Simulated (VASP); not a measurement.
A run of VASP 6.6.1 is set up as follows.

INCAR

```
SYSTEM = LiIn
ALGO = Normal ; EDIFF = 1E-6
ENCUT = 520 ; GGA = CA
ISIF = 2 ; ISMEAR = 1
ISYM = 0 ; LASPH = .TRUE.
LCHARG = .TRUE. ; LELF = .TRUE.
LREAL = .FALSE. ; LVHAR = .TRUE.
LWAVE = .FALSE. ; NBANDS = 24
NELM = 60 ; PREC = Accurate
SIGMA = 0.3
```

The input KPOINTS:

```
Automatic mesh
0
Gamma
  4 4 4
  0.5 0.5 0.5
```

POSCAR

```
LiIn
1.0
    0.0000000000      3.3930000000      3.3930000000
    3.3930000000      0.0000000000      3.3930000000
    3.3930000000      3.3930000000      0.0000000000
Li In
2 2
Direct
    0.5000000000      0.5000000000      0.5000000000
    0.7500000000      0.7500000000      0.7500000000
    0.0000000000      0.0000000000      0.0000000000
    0.2500000000      0.2500000000      0.2500000000
```

Potentials or basis: VASP PAW LDA potentials, release 64 (Li_sv, In_d).

Run with:

```bash
$ cat potpaw_LDA.64/Li_sv/POTCAR potpaw_LDA.64/In_d/POTCAR > POTCAR
$ mpirun -np 1 vasp_std > vasp.out
```

**Question.** What does it give for the band gap on the k mesh?

**Answer.** Zero (bands 16 and 17 overlap by 0.04 eV).

Caveat: the k points lie up to 0.40 Å⁻¹ apart; so wide a smearing shifts energies and pressures; spin-orbit coupling is left out, which moves the levels of the heavy elements.
